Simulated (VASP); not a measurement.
# Ti (P6/mmm) in VASP: notebook

Ti is run at these levels: PBEsol; tasks: single point.

Program: VASP 6.6.1. These are calculated values, not measurements. Logs are shortened: lines on timing, memory, paths and dates and some standing lists are left out, and cuts for length are marked.

## (1) The cell of the first run

It takes space group P6/mmm (No. 191, hexagonal). The conventional cell has a = 2.688 Å, b = 2.688 Å, c = 2.687 Å, α = 90.00°, β = 90.00°, γ = 120.00°. Ti (site symmetry 6/mmm) has 8 Ti at 2.69 Å within 3.5 Å.

## (2) Single point, PBEsol

Input file INCAR:

```
PREC     = Accurate       # precision mode
ENCUT    = 520            # plane-wave cutoff, eV
EDIFF    = 1E-7           # SCF threshold, eV
ISMEAR   = -1             # smearing method
SIGMA    = 0.08           # smearing width, eV
LREAL    = F              # projectors in reciprocal space
LASPH    = T              # aspherical terms in the spheres
NELM     = 100            # most SCF steps
ALGO     = Normal         # electronic algorithm
ISIF     = 2              # what is computed and relaxed
LWAVE    = F              # write WAVECAR
LCHARG   = F              # write CHGCAR
GGA      = PS             # functional
NBANDS   = 12             # bands
```

Input file KPOINTS:

```
regular mesh
0
Gamma
  16 16 15
```

Input file POSCAR:

```
Ti
1.0
    2.6880879235      0.0000000000      0.0000000000
   -1.3440439617      2.3279524293      0.0000000000
    0.0000000000      0.0000000000      2.6868132793
Ti
1
Direct
    0.0000000000      0.0000000000      0.0000000000
```

Potentials or basis: VASP PAW PBE potentials, release 64 (Ti_sv).

The run is started by

```console
$ cat potpaw_PBE.64/Ti_sv/POTCAR > POTCAR
$ mpirun -np 1 vasp_std > vasp.out
```

OUTCAR:

```text
PREC = Accurate
   ENCUT = 520
   EDIFF = 1E-7
   ISMEAR = -1
   LREAL = F
   LASPH = T
   NELM = 100
   ISIF = 2
   GGA = PS

 ion  position               nearest neighbor table
   1  0.000  0.000  0.000-

  LATTYP: Found a hexagonal cell.
 ALAT       =     2.6880879235
 C/A-ratio  =     0.9995258175

  Lattice vectors:

 A1 = (   2.6880879235,   0.0000000000,   0.0000000000)
 A2 = (  -1.3440439617,   2.3279524293,   0.0000000000)
 A3 = (   0.0000000000,   0.0000000000,   2.6868132793)

Analysis of symmetry for initial positions (statically):
=====================================================================
 Subroutine PRICEL returns:
 Original cell was already a primitive cell.

 Routine SETGRP: Setting up the symmetry group for a
 hexagonal supercell.

 Subroutine GETGRP returns: Found 24 space group operations
 (whereof 24 operations were pure point group operations)
 out of a pool of 24 trial point group operations.

The static configuration has the point symmetry D_6h.

Analysis of symmetry for dynamics (positions and initial velocities):
=====================================================================
 Subroutine PRICEL returns:
 Original cell was already a primitive cell.

 Routine SETGRP: Setting up the symmetry group for a
 hexagonal supercell.

 Subroutine GETGRP returns: Found 24 space group operations
 (whereof 24 operations were pure point group operations)
 out of a pool of 24 trial point group operations.

The dynamic configuration has the point symmetry D_6h.

 Subroutine INISYM returns: Found 24 space group operations
 (whereof 24 operations are pure point group operations),
 and found     1 'primitive' translations

----------------------------------------------------------------------------------------

                                     Primitive cell

  volume of cell :      16.8134

  direct lattice vectors                    reciprocal lattice vectors
     2.688087923  0.000000000  0.000000000     0.372011641  0.214781021  0.000000000
    -1.344043962  2.327952429  0.000000000     0.000000000  0.429562042  0.000000000
     0.000000000  0.000000000  2.686813279     0.000000000  0.000000000  0.372188126

  length of vectors
     2.688087923  2.688087923  2.686813279     0.429562042  0.429562042  0.372188126

  position of ions in fractional coordinates (direct lattice)
     0.000000000  0.000000000  0.000000000

  ion indices of the primitive-cell ions
   primitive index   ion index
[... 73 lines left out ...]
   EDIFF  = 0.1E-06   stopping-criterion for ELM
   LREAL  =      F    real-space projection
   EDIFFG = 0.1E-05   stopping-criterion for IOM
   NSW    =      0    number of steps for IOM
   IBRION =     -1    ionic relax: 0-MD 1-quasi-New 2-CG
   NFREE  =      0    steps in history (QN), initial steepest desc. (CG)
   ISIF   =      2    stress and relaxation
   ISYM   =      2    0-nonsym 1-usesym 2-fastsym
   POTIM  = 0.5000    time-step for ionic-motion
   TEBEG  =    0.0;   TEEND  =   0.0 temperature during run
   PSTRESS=    0.0 pullay stress
   NELECT =      12.0000    total number of electrons
   NUPDOWN=      -1.0000    fix difference up-down
   EMIN   =  10.00;   EMAX   =-10.00  energy-range for DOS
   EFERMI =   0.00;   METHOD = LEGACY
   ISMEAR =    -1;   SIGMA  =   0.08  broadening in eV -4-tet -1-fermi 0-gaus
   EFERMI_NEDOS =   21; number of points for ismear=-14 and -15
   IALGO  =     38    algorithm
   IMIX   =      4    mixing-type and parameters
     AMIX     =   0.40;   BMIX     =  1.00
     AMIX_MAG =   1.60;   BMIX_MAG =  1.00
  volume/ion in A,a.u.               =      16.81       113.46
  Fermi-wavevector in a.u.,A,eV,Ry     =   1.463020  2.764707 29.122280  2.140427
  Thomas-Fermi vector in A             =   2.579164
   LORBIT       =      0    0 simple, 1 ext, 2 COOP (PROOUT), +10 PAW based schemes
   GGA     = PS    functional components
   LHFCALC =     F    Hartree Fock is set to
   AEXX    =    0.0000 exact exchange contribution
   IVDW    =     0    specifies the selected vdW correction
   LEPSILON=     F    determine dielectric tensor
   LRPA    =     F    only Hartree local field effects (RPA)
 non-spin polarized calculation
  energy-cutoff  :      520.00
  volume of cell :       16.81
 maximum number of plane-waves:       464
 NGX is ok and might be reduce to    20

 number of electron      11.9999994 magnetization

 Free energy of the ion-electron system (eV)
  ---------------------------------------------------
  ext. energy  EPLUGINS =         0.00000000
  ---------------------------------------------------
  free energy    TOTEN  =        -7.99793079 eV

  energy without entropy =       -7.97840643  energy(sigma->0) =       -7.98816861

 E-fermi :   8.2430     XC(G=0): -11.7361

 val. band max:        8.2188646676   @ k =   0.2500   0.2500   0.4000
 cond. band min:       8.2495601812   @ k =   0.2500   0.1875   0.0000
 fundamental gap:      0.0306955136
 Fermi energy:         8.2430344413

 k-point     1 :       0.0000    0.0000    0.0000
  band No.  band energies     occupation
      1     -48.0235      2.00000
      2     -23.9940      2.00000
      3     -23.7517      2.00000
      4     -23.7517      2.00000
      5       2.3699      2.00000
      6       6.8881      2.00000
      7       9.4375      0.00000
      8       9.4375      0.00000
      9      12.3794      0.00000
     10      12.3794      0.00000
     11      22.9813      0.00000
     12      24.7580      0.00000
[... 331 lines left out ...]
 k-point    24 :       0.2500    0.1875    0.0000
  band No.  band energies     occupation
      1     -47.8424      2.00000
      2     -24.5726      2.00000
      3     -24.0943      2.00000
      4     -23.8793      2.00000
      5       6.1180      2.00000
      6       7.4886      1.99984
      7       8.2496      0.95924
      8      10.5220      0.00000
      9      11.6586      0.00000
     10      12.8345      0.00000
     11      19.4958      0.00000
     12      20.5720      0.00000

 [... further k-points ...]
[... 5 lines left out ...]
  --------------------------------------------------------------------------------------
  -------------------------------------------------------------------------------------
  Total        0.0367773      0.0367773      0.0427430      0.0000000      0.0000000      0.0000000
  in kB        3.5045725      3.5045725      4.0730617      0.0000000      0.0000000      0.0000000
  external PRESSURE =       3.6940689 kB  Pullay stress =       0.0000000 kB

 VOLUME and BASIS-vectors are now :
 -----------------------------------------------------------------------------
  energy-cutoff  :      520.00
  volume of cell :       16.81
      direct lattice vectors                 reciprocal lattice vectors
     2.688087923  0.000000000  0.000000000     0.372011641  0.214781021  0.000000000
    -1.344043962  2.327952429  0.000000000     0.000000000  0.429562042  0.000000000
     0.000000000  0.000000000  2.686813279     0.000000000  0.000000000  0.372188126

 POSITION                                       TOTAL-FORCE (eV/Angst)
 -----------------------------------------------------------------------------------
      0.00000      0.00000      0.00000         0.000000      0.000000      0.000000
 -----------------------------------------------------------------------------------
    total drift:                               -0.000000      0.000000     -0.000000

  FREE ENERGIE OF THE ION-ELECTRON SYSTEM (eV)
  ---------------------------------------------------
  free  energy   TOTEN  =        -7.9979307932 eV

  energy  without entropy=       -7.9784064271  energy(sigma->0) =       -7.98816861
```

OSZICAR:

```text
N       E                     dE             d eps       ncg     rms          rms(c)
DAV:   1     0.876715142695E+02    0.87672E+02   -0.65250E+03  5788   0.121E+03
DAV:   2    -0.453093652179E+01   -0.92202E+02   -0.89619E+02  5920   0.299E+02
DAV:   3    -0.880031740170E+01   -0.42694E+01   -0.41987E+01  7792   0.658E+01
DAV:   4    -0.890118533798E+01   -0.10087E+00   -0.10072E+00  6444   0.889E+00
DAV:   5    -0.890358487533E+01   -0.23995E-02   -0.23994E-02  6948   0.122E+00    0.910E+00
DAV:   6    -0.799047675373E+01    0.91311E+00   -0.22088E+00  6152   0.203E+01    0.246E+00
DAV:   7    -0.798448086833E+01    0.59959E-02   -0.10077E-01  7092   0.329E+00    0.136E+00
DAV:   8    -0.799752069740E+01   -0.13040E-01   -0.43293E-02  6104   0.238E+00    0.144E-01
DAV:   9    -0.799788838008E+01   -0.36768E-03   -0.31017E-03  6984   0.581E-01    0.856E-02
DAV:  10    -0.799795518182E+01   -0.66802E-04   -0.35302E-04  6168   0.193E-01    0.184E-02
DAV:  11    -0.799793011334E+01    0.25068E-04   -0.29341E-05  6684   0.808E-02    0.846E-03
DAV:  12    -0.799793054951E+01   -0.43617E-06   -0.13919E-06  6180   0.131E-02    0.182E-03
DAV:  13    -0.799793088912E+01   -0.33961E-06   -0.19277E-07  5988   0.428E-03    0.120E-03
DAV:  14    -0.799793079323E+01    0.95895E-07   -0.13202E-08  3040   0.153E-03
   1 F= -.79979308E+01 E0= -.79881686E+01  d E =-.195244E-01
```

stdout:

```text
POSCAR found type information on POSCAR Ti
 POSCAR found :  1 types and       1 ions
 scaLAPACK will be used
 -----------------------------------------------------------------------------
|                                                                             |
|                                                                             |
|     You enforced a specific xc type in the INCAR file but a different       |
|     I HOPE YOU KNOW WHAT YOU ARE DOING!                                     |
|                                                                             |
 -----------------------------------------------------------------------------

 LDA part: xc-table for (Slater+PW92), standard interpolation
 POSCAR, INCAR and KPOINTS ok, starting setup
 FFT: planning ... GRIDC
 FFT: planning ... GRID_SOFT
 FFT: planning ... GRID
 WAVECAR not read
 entering main loop
```

Wall time 70 s (1 thread of AMD EPYC 7R13, shared host); peak memory 0.13 GiB.

What came out:

- Free energy: -7.9979 eV
- Pressure: 0.4 GPa
- Band gap on the k mesh: zero (band 6 reaches 8.59 eV, above the bottom of band 7 at 8.00 eV)

Levels at points of the mesh, in eV from the Fermi level:
```tsv
k point	band 3	band 4	band 5	band 6	band 7	band 8	band 9	band 10
(0.00, 0.00, 0.00)	-31.99	-31.99	-5.87	-1.35	1.19	1.19	4.14	4.14
(0.50, 0.00, 0.00)	-32.23	-32.11	-2.52	-0.36	1.15	1.82	3.68	4.68
```

Caveat: the PAW data sets were made with another functional, which shifts forces and pressure a little.

## (3) Single point, PBEsol

This run uses another cell than the first one: it holds 3 atoms, not 1.

Input file INCAR:

```
SYSTEM = Ti
  PREC = Accurate
  ENCUT = 520
  EDIFF = 1E-7
  ISMEAR = -1
  SIGMA = 0.08
  LREAL = .False.
  LASPH = .True.
  NELM = 100
  ALGO = Normal
  ISIF = 2
  LWAVE = .False.
  LCHARG = .False.
  GGA = PS
  NBANDS = 25
```

Input file KPOINTS:

```
Automatic mesh
0
Gamma
  8 8 11
  0 0 0
```

Input file POSCAR:

```
Ti
1.0
    4.5079057592      0.0000000000      0.0000000000
   -2.2539528796      3.9039609054      0.0000000000
    0.0000000000      0.0000000000      2.7944927602
Ti
3
Direct
    0.0000000000      0.0000000000      0.0000000000
    0.3333333333      0.6666666667      0.5000000000
    0.6666666667      0.3333333333      0.5000000000
```

Potentials or basis: VASP PAW PBE potentials, release 64 (Ti_sv).

The run is started by

```console
$ cat potpaw_PBE.64/Ti_sv/POTCAR > POTCAR
$ mpirun -np 1 vasp_std > vasp.out
```

Run time: 3.7 min. Hardware: 1 thread of AMD EPYC 7R13, shared host; peak memory 0.18 GiB.

The run converged. Its results:

```
Free energy            : -25.0889 eV
Pressure               : 0.3 GPa
Band gap on the k mesh : zero (band 18 reaches 8.96 eV, above the bottom of band 19 at 8.61 eV)
```

Levels at points of the mesh, in eV from the Fermi level:
```tsv
k point	band 14	band 15	band 16	band 17	band 18	band 19	band 20	band 21	band 22	band 23
(0.00, 0.00, 0.00)	-2.06	-0.70	-0.70	-0.60	-0.60	0.00	0.73	1.36	1.36	1.90
(0.50, 0.00, 0.00)	-3.57	-2.72	-0.44	-0.42	-0.37	0.06	0.58	1.07	1.28	2.02
```

Caveat: the PAW data sets were made with another functional, which shifts forces and pressure a little.

## (4) Single point, PBEsol

This run uses another cell than the first one: it holds 3 atoms, not 1.

Input file INCAR:

```
SYSTEM = Ti
ALGO = Normal ; EDIFF = 1E-6
ENCUT = 520 ; GGA = PS
ISIF = 2 ; ISMEAR = -1
LASPH = .TRUE. ; LCHARG = .FALSE.
LREAL = .FALSE. ; LWAVE = .FALSE.
NBANDS = 25 ; NELM = 60
PREC = Accurate ; SIGMA = 0.08
```

Input file KPOINTS:

```
k-points
0
G
  8 8 11
  0 0 0
```

Input file POSCAR:

```
Ti
1.0
    4.5071898629      0.0000000000      0.0000000000
   -2.2535949314      3.9033409209      0.0000000000
    0.0000000000      0.0000000000      2.7947293961
Ti
3
Direct
    0.0000000000      0.0000000000      0.0000000000
    0.3333333333      0.6666666667      0.5000000000
    0.6666666667      0.3333333333      0.5000000000
```

The run is started by

```console
$ cat potpaw_PBE.64/Ti_sv/POTCAR > POTCAR
$ mpirun -np 1 vasp_std > vasp.out
```

Run time: 3 min. Hardware: 1 thread of AMD EPYC 7R13, shared host; peak memory 0.18 GiB.

It converged, with:

- Free energy: -25.0889 eV
- Pressure: 0.4 GPa
- Band gap on the k mesh: zero (band 18 reaches 8.96 eV, above the bottom of band 19 at 8.61 eV)

Levels at points of the mesh, in eV from the Fermi level:
```tsv
k point	band 14	band 15	band 16	band 17	band 18	band 19	band 20	band 21	band 22	band 23
(0.00, 0.00, 0.00)	-2.06	-0.70	-0.70	-0.60	-0.60	0.00	0.73	1.36	1.36	1.90
(0.50, 0.00, 0.00)	-3.57	-2.73	-0.44	-0.42	-0.37	0.06	0.58	1.06	1.28	2.02
```

Caveat: the PAW data sets were made with another functional, which shifts forces and pressure a little.

## (5) Summary

| cell | k mesh | gap on the mesh (eV) | pressure (GPa) |
| --- | --- | --- | --- |
| a = 2.688, b = 2.688, c = 2.687 Å, angles 90.0, 90.0, 120.0°, 1 atom | 16 × 16 × 15 | none | 0.4 |
| a = 4.508, b = 4.508, c = 2.794 Å, angles 90.0, 90.0, 120.0°, 3 atoms | 8 × 8 × 11 | none | 0.3 |
| a = 4.507, b = 4.507, c = 2.795 Å, angles 90.0, 90.0, 120.0°, 3 atoms | 8 × 8 × 11 | none | 0.4 |

Alike in all rows: task single point; level PBEsol; potentials or basis VASP PAW PBE potentials, release 64 (Ti_sv); no spin polarisation; cutoff (eV) 520; smearing fermi-dirac 0.08 eV.

Caveats: the PAW data sets were made with another functional, which shifts forces and pressure a little.

Absolute energies hang on the potentials; compare differences alone.
